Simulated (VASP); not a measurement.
# PtS2 (P-3m1) in VASP: a series of runs

Runs on PtS2. Level: r2SCAN. Tasks: single point.

All numbers are computed with VASP 6.6.1; they aren't measurements. Logs are shortened: lines on timing, memory, paths and dates and some standing lists are left out, and cuts for length are marked.

## Step 1: The cell of the first run

The structure is trigonal, space group P-3m1 (No. 164). Conventional cell: a = 3.548 Å, b = 3.548 Å, c = 5.950 Å, α = 90.00°, β = 90.00°, γ = 120.00°. Within 3.2 Å of Pt (site symmetry -3m) lie 6 S at 2.39 Å. S (site symmetry 3m) has 3 Pt at 2.39 Å within 3.2 Å.

## Step 2: Single point, r2SCAN (volume scaled by 1.06, then relaxed in part)

Contents of POSCAR:

```
PtS2
1.0
    3.5478362341      0.0000000000      0.0000000000
   -1.7739181171      3.0725163072      0.0000000000
    0.0000000000      0.0000000000      5.9501668774
Pt S
1 2
Direct
    0.0000000000      0.0000000000      0.0000000000
    0.3333333333      0.6666666667      0.2077409630
    0.6666666667      0.3333333333      0.7922590370
```

Contents of INCAR.step1:

```
  ALGO = Normal
  EDIFF = 1E-4
  ENCUT = 520
  GGA = PE
  ISMEAR = 0
  LASPH = T
  LCHARG = F
  LREAL = F
  LWAVE = T
  NBANDS = 18
  NELM = 60
  PREC = Accurate
  SIGMA = 0.02
```

Contents of INCAR.step2:

```
  ALGO = Normal
  EDIFF = 1E-6
  ENCUT = 520
  ISIF = 2
  ISMEAR = 0
  ISTART = 1
  LASPH = T
  LCHARG = F
  LMIXTAU = T
  LREAL = F
  LWAVE = F
  METAGGA = R2SCAN
  NBANDS = 18
  NELM = 60
  PREC = Accurate
  SIGMA = 0.02
```

Contents of KPOINTS:

```
k-points
0
Gamma
  12 12 6
```

Potentials or basis: VASP PAW PBE potentials, release 64 (Pt, S).

Command:

```bash
$ cat potpaw_PBE.64/Pt/POTCAR potpaw_PBE.64/S/POTCAR > POTCAR
$ cp INCAR.step1 INCAR
$ mpirun -np 1 vasp_std > vasp.out
$ cp INCAR.step2 INCAR
$ mpirun -np 1 vasp_std > vasp.out
```

OUTCAR:

```text
EDIFF = 1E-6
   ENCUT = 520
   ISIF = 2
   ISMEAR = 0
   ISTART = 1
   LASPH = T
   LREAL = F
   METAGGA = R2SCAN
   NELM = 60
   PREC = Accurate

 ion  position               nearest neighbor table
   1  0.000  0.000  0.000-   2 2.39   3 2.39   3 2.39   2 2.39   3 2.39   2 2.39
   2  0.333  0.667  0.208-   1 2.39   1 2.39   1 2.39
   3  0.667  0.333  0.792-   1 2.39   1 2.39   1 2.39

  LATTYP: Found a hexagonal cell.
 ALAT       =     3.5478362341
 C/A-ratio  =     1.6771255731

  Lattice vectors:

 A1 = (   3.5478362341,   0.0000000000,   0.0000000000)
 A2 = (  -1.7739181171,   3.0725163072,   0.0000000000)
 A3 = (   0.0000000000,   0.0000000000,   5.9501668774)

Analysis of symmetry for initial positions (statically):
=====================================================================
 Subroutine PRICEL returns:
 Original cell was already a primitive cell.

 Routine SETGRP: Setting up the symmetry group for a
 hexagonal supercell.

 Subroutine GETGRP returns: Found 12 space group operations
 (whereof 12 operations were pure point group operations)
 out of a pool of 24 trial point group operations.

The static configuration has the point symmetry D_3d.

Analysis of symmetry for dynamics (positions and initial velocities):
=====================================================================
 Subroutine PRICEL returns:
 Original cell was already a primitive cell.

 Routine SETGRP: Setting up the symmetry group for a
 hexagonal supercell.

 Subroutine GETGRP returns: Found 12 space group operations
 (whereof 12 operations were pure point group operations)
 out of a pool of 24 trial point group operations.

The dynamic configuration has the point symmetry D_3d.

 Subroutine INISYM returns: Found 12 space group operations
 (whereof 12 operations are pure point group operations),
 and found     1 'primitive' translations

----------------------------------------------------------------------------------------

                                     Primitive cell

  volume of cell :      64.8615

  direct lattice vectors                    reciprocal lattice vectors
     3.547836234  0.000000000  0.000000000     0.281861939  0.162733066  0.000000000
    -1.773918117  3.072516307  0.000000000     0.000000000  0.325466133  0.000000000
     0.000000000  0.000000000  5.950166877     0.000000000  0.000000000  0.168062513

  length of vectors
     3.547836234  3.547836234  5.950166877     0.325466133  0.325466133  0.168062513

  position of ions in fractional coordinates (direct lattice)
     0.000000000  0.000000000  0.000000000
     0.333333333  0.666666667  0.207740963
     0.666666667  0.333333333  0.792259037

  ion indices of the primitive-cell ions
   primitive index   ion index
                 1           1
                 2           2
                 3           3

----------------------------------------------------------------------------------------

 KPOINTS: k-points

Automatic generation of k-mesh.
 Grid dimensions read from file:
 generate k-points for:   12   12    6

 Generating k-lattice:

  Cartesian coordinates                     Fractional coordinates (reciprocal lattice)
     0.023488495  0.013561089  0.000000000     0.083333333  0.000000000  0.000000000
     0.000000000  0.027122178  0.000000000     0.000000000  0.083333333  0.000000000
     0.000000000  0.000000000  0.028010419     0.000000000  0.000000000  0.166666667

  Length of vectors
     0.027122178  0.027122178  0.028010419

  Shift w.r.t. Gamma in fractional coordinates (k-lattice)
     0.000000000  0.000000000  0.000000000

 Subroutine IBZKPT returns following result:
 ===========================================

 Found    100 irreducible k-points:

 Following reciprocal coordinates:
            Coordinates               Weight
  0.000000  0.000000  0.000000      1.000000
  0.083333  0.000000  0.000000      6.000000
  0.166667 -0.000000  0.000000      6.000000
  0.250000  0.000000  0.000000      6.000000
  0.333333  0.000000  0.000000      6.000000
  0.416667  0.000000  0.000000      6.000000
[... 16 lines left out ...]
  0.166667 -0.000000  0.166667      6.000000
  0.000000  0.166667  0.166667      6.000000
 [... further k-points ...]
   k-points           NKPTS =    100   k-points in BZ     NKDIM =    100   number of bands    NBANDS=     18
   number of dos      NEDOS =    301   number of ions     NIONS =      3
   total plane-waves  NPLWV =  37632
   dimension x,y,z NGX =    28 NGY =   28 NGZ =   48
   dimension x,y,z NGXF=    56 NGYF=   56 NGZF=   96
   ions per type =               1   2
   NGX,Y,Z   is equivalent  to a cutoff of  13.12, 13.12, 13.41 a.u.
   NGXF,Y,Z  is equivalent  to a cutoff of  26.24, 26.24, 26.82 a.u.
 SYSTEM =  unknown system
   PREC   = accura    normal or accurate (medium, high low for compatibility)
   ISTART =      1    job   : 0-new  1-cont  2-samecut
   ICHARG =      0    charge: 1-file 2-atom 10-const
   ISPIN  =      1    spin polarized calculation?
   LNONCOLLINEAR =      F non collinear calculations
   LSORBIT =      F    spin-orbit coupling
   LASPH  =      T    aspherical Exc in radial PAW
   ENCUT  =  520.0 eV  38.22 Ry    6.18 a.u.   6.60  6.60 11.06*2*pi/ulx,y,z
   NELM   =     60;   NELMIN=  2; NELMDL=  0     # of ELM steps
   EDIFF  = 0.1E-05   stopping-criterion for ELM
   LREAL  =      F    real-space projection
[... 7 lines left out ...]
   TEBEG  =    0.0;   TEEND  =   0.0 temperature during run
   PSTRESS=    0.0 pullay stress
   NELECT =      22.0000    total number of electrons
   NUPDOWN=      -1.0000    fix difference up-down
   EMIN   =  10.00;   EMAX   =-10.00  energy-range for DOS
   EFERMI =   0.00;   METHOD = LEGACY
   ISMEAR =     0;   SIGMA  =   0.02  broadening in eV -4-tet -1-fermi 0-gaus
   EFERMI_NEDOS =   21; number of points for ismear=-14 and -15
   IALGO  =     38    algorithm
   IMIX   =      4    mixing-type and parameters
     AMIX     =   0.40;   BMIX     =  1.00
     AMIX_MAG =   1.60;   BMIX_MAG =  1.00
  volume/ion in A,a.u.               =      21.62       145.90
  Fermi-wavevector in a.u.,A,eV,Ry     =   1.141704  2.157507 17.735023  1.303487
  Thomas-Fermi vector in A             =   2.278403
   LORBIT       =      0    0 simple, 1 ext, 2 COOP (PROOUT), +10 PAW based schemes
   METAGGA = R2SCAN    functional components
   LHFCALC =     F    Hartree Fock is set to
   AEXX    =    0.0000 exact exchange contribution
   IVDW    =     0    specifies the selected vdW correction
   LEPSILON=     F    determine dielectric tensor
   LRPA    =     F    only Hartree local field effects (RPA)
 non-spin polarized calculation
 Gauss-broadening in eV      SIGMA  =   0.02
  energy-cutoff  :      520.00
  volume of cell :       64.86
 maximum number of plane-waves:      1774
 NGX is ok and might be reduce to    28
   NGX = 13   NGY = 13   NGZ = 23

 number of electron      22.0000000 magnetization

 Free energy of the ion-electron system (eV)
  ---------------------------------------------------
  ext. energy  EPLUGINS =         0.00000000
  ---------------------------------------------------
  free energy    TOTEN  =       -68.86839462 eV

  energy without entropy =      -68.86839462  energy(sigma->0) =      -68.86839462

 E-fermi :   4.1014     XC(G=0): -10.1746

 val. band max:        3.9783753931   @ k =   0.0000   0.1667   0.1667
 cond. band min:       5.4611487607   @ k =   0.0000   0.2500   0.3333
 fundamental gap:      1.4827733677
 Fermi energy:         4.1013810813

 k-point     1 :       0.0000    0.0000    0.0000
  band No.  band energies     occupation
      1     -10.9746      2.00000
      2      -8.5511      2.00000
      3      -2.0593      2.00000
      4      -2.0593      2.00000
      5      -2.0009      2.00000
      6       0.6747      2.00000
[... 10 lines left out ...]
     17      13.1603      0.00000
     18      14.8997      0.00000

 k-point     2 :       0.0833    0.0000    0.0000
  band No.  band energies     occupation
      1     -10.8839      2.00000
      2      -8.5770      2.00000
      3      -2.0371      2.00000
      4      -2.0014      2.00000
      5      -1.9104      2.00000
      6       0.5449      2.00000
[... 10 lines left out ...]
     17      13.4615      0.00000
     18      14.9039      0.00000

 k-point     3 :       0.1667   -0.0000    0.0000
  band No.  band energies     occupation
      1     -10.6229      2.00000
      2      -8.6475      2.00000
      3      -1.9667      2.00000
      4      -1.8462      2.00000
      5      -1.6446      2.00000
      6       0.1079      2.00000
[... 10 lines left out ...]
     17      14.1980      0.00000
     18      14.6806      0.00000

 k-point     4 :       0.2500    0.0000    0.0000
  band No.  band energies     occupation
      1     -10.2283      2.00000
      2      -8.7428      2.00000
      3      -1.8756      2.00000
      4      -1.6539      2.00000
      5      -1.2526      2.00000
      6      -0.5566      2.00000
[... 375 lines left out ...]
      4      -2.0021      2.00000
      5      -1.7858      2.00000
      6       0.5415      2.00000
[... 10 lines left out ...]
     17      13.4968      0.00000
     18      14.4290      0.00000

 k-point    23 :       0.1667   -0.0000    0.1667
  band No.  band energies     occupation
      1     -10.6044      2.00000
      2      -8.6856      2.00000
      3      -1.9777      2.00000
      4      -1.8427      2.00000
      5      -1.5567      2.00000
      6       0.1168      2.00000
[... 10 lines left out ...]
     17      14.0788      0.00000
     18      14.6558      0.00000

 k-point    24 :       0.0000    0.1667    0.1667
  band No.  band energies     occupation
      1     -10.6064      2.00000
      2      -8.6802      2.00000
      3      -2.0316      2.00000
      4      -1.8489      2.00000
      5      -1.5059      2.00000
      6       0.0940      2.00000
[... 10 lines left out ...]
     17      14.1276      0.00000
     18      14.3019      0.00000

 [... further k-points ...]

------------------------ aborting loop because EDIFF is reached ----------------------------------------

  FORCE on cell =-STRESS in cart. coord.  units (eV):
  Direction    XX          YY          ZZ          XY          YZ          ZX
  --------------------------------------------------------------------------------------
  -------------------------------------------------------------------------------------
  Total       -0.2128197     -0.2128197     -0.2044298      0.0000000      0.0000000      0.0000000
  in kB       -5.2569709     -5.2569709     -5.0497272      0.0000000      0.0000000      0.0000000
  external PRESSURE =      -5.1878897 kB  Pullay stress =       0.0000000 kB

 VOLUME and BASIS-vectors are now :
 -----------------------------------------------------------------------------
  energy-cutoff  :      520.00
  volume of cell :       64.86
      direct lattice vectors                 reciprocal lattice vectors
     3.547836234  0.000000000  0.000000000     0.281861939  0.162733066  0.000000000
    -1.773918117  3.072516307  0.000000000     0.000000000  0.325466133  0.000000000
     0.000000000  0.000000000  5.950166877     0.000000000  0.000000000  0.168062513

 POSITION                                       TOTAL-FORCE (eV/Angst)
 -----------------------------------------------------------------------------------
      0.00000      0.00000      0.00000        -0.000000      0.000000      0.000000
     -0.00000      2.04834      1.23609        -0.000000      0.000000     -0.008334
      1.77392      1.02417      4.71407         0.000000     -0.000000      0.008334
 -----------------------------------------------------------------------------------
    total drift:                                0.000000     -0.000000     -0.000000

  FREE ENERGIE OF THE ION-ELECTRON SYSTEM (eV)
  ---------------------------------------------------
  free  energy   TOTEN  =       -68.8683946243 eV

  energy  without entropy=      -68.8683946243  energy(sigma->0) =      -68.86839462
```

Wall time 5.2 min (1 thread of Intel Xeon Platinum 8488C (Sapphire Rapids), shared host); peak memory 0.27 GiB.

Results:

```yaml
Free_energy: -68.8684 eV
Pressure: -0.5 GPa
Largest_force: 0.008 eV/Å
Band_gap_on_the_k_mesh: 1.48 eV, indirect (least direct gap 1.61 eV)
```

Forces in eV/Å, atoms in the order of the input:
```
Pt   0.000  0.000  0.000
S    0.000  0.000 -0.008
S    0.000  0.000  0.008
```

Levels at points of the mesh, in eV from the valence-band top:
| k point | band 8 | band 9 | band 10 | band 11 | band 12 | band 13 | band 14 | band 15 |
| --- | --- | --- | --- | --- | --- | --- | --- | --- |
| (0.00, 0.00, 0.00) | -1.37 | -0.52 | -0.52 | -0.28 | 3.12 | 3.12 | 6.08 | 6.29 |
| (0.50, 0.00, 0.00) | -2.49 | -2.37 | -2.07 | -1.97 | 2.61 | 3.05 | 5.91 | 7.24 |
| (0.00, 0.00, 0.50) | -1.57 | -0.86 | -0.56 | -0.56 | 3.23 | 3.23 | 6.37 | 7.74 |
| (0.50, 0.00, 0.50) | -2.55 | -2.29 | -2.12 | -1.42 | 2.83 | 2.91 | 5.63 | 6.67 |

Caveat: the PAW data sets were made with another functional, which shifts forces and pressure a little; spin-orbit coupling is left out, which moves the levels of the heavy elements. A k mesh can miss the band edges.

## Step 3: Single point, r2SCAN

POSCAR is that of step 2.

Contents of INCAR.step1:

```
SYSTEM = PtS2
  ALGO = Normal
  EDIFF = 1E-4
  ENCUT = 520
  GGA = PE
  ISMEAR = 0
  LASPH = .TRUE.
  LCHARG = .FALSE.
  LREAL = .FALSE.
  LWAVE = .TRUE.
  NBANDS = 18
  NELM = 100
  PREC = Accurate
  SIGMA = 0.02
```

Contents of INCAR.step2:

```
SYSTEM = PtS2
  ALGO = Normal
  EDIFF = 1E-6
  ENCUT = 520
  ISIF = 2
  ISMEAR = 0
  ISTART = 1
  LASPH = .TRUE.
  LCHARG = .FALSE.
  LMIXTAU = .TRUE.
  LREAL = .FALSE.
  LWAVE = .FALSE.
  METAGGA = R2SCAN
  NBANDS = 18
  NELM = 100
  PREC = Accurate
  SIGMA = 0.02
```

Contents of KPOINTS:

```
k-points
0
G
  12 12 6
  0 0 0
```

Potentials or basis: VASP PAW PBE potentials, release 64 (Pt, S).

Command:

```bash
$ cat potpaw_PBE.64/Pt/POTCAR potpaw_PBE.64/S/POTCAR > POTCAR
$ cp INCAR.step1 INCAR
$ mpirun -np 1 vasp_std > vasp.out
$ cp INCAR.step2 INCAR
$ mpirun -np 1 vasp_std > vasp.out
```

Run time: 5.5 min. Hardware: 1 thread of Intel Xeon Platinum 8488C (Sapphire Rapids), shared host; peak memory 0.27 GiB.

The run converged. Its results:

| Item | Value |
| --- | --- |
| Free energy | -68.8684 eV |
| Pressure | -0.5 GPa |
| Largest force | 0.008 eV/Å |
| Band gap on the k mesh | 1.48 eV, indirect (least direct gap 1.61 eV) |

Forces on the atoms (eV/Å):
```
Pt   0.000  0.000  0.000
S    0.000  0.000 -0.008
S    0.000  0.000  0.008
```

Levels at points of the mesh, in eV from the valence-band top:
| k point | band 9 | band 10 | band 11 | band 12 | band 13 | band 14 |
| --- | --- | --- | --- | --- | --- | --- |
| (0.00, 0.00, 0.00) | -0.52 | -0.52 | -0.28 | 3.12 | 3.12 | 6.08 |
| (0.50, 0.00, 0.00) | -2.37 | -2.07 | -1.97 | 2.61 | 3.05 | 5.91 |
| (0.00, 0.00, 0.50) | -0.86 | -0.56 | -0.56 | 3.23 | 3.23 | 6.37 |
| (0.50, 0.00, 0.50) | -2.29 | -2.12 | -1.42 | 2.83 | 2.91 | 5.63 |

Caveat: the PAW data sets were made with another functional, which shifts forces and pressure a little; spin-orbit coupling is left out, which moves the levels of the heavy elements. r2SCAN opens gaps a little over a GGA but as a rule still falls short of measured ones.
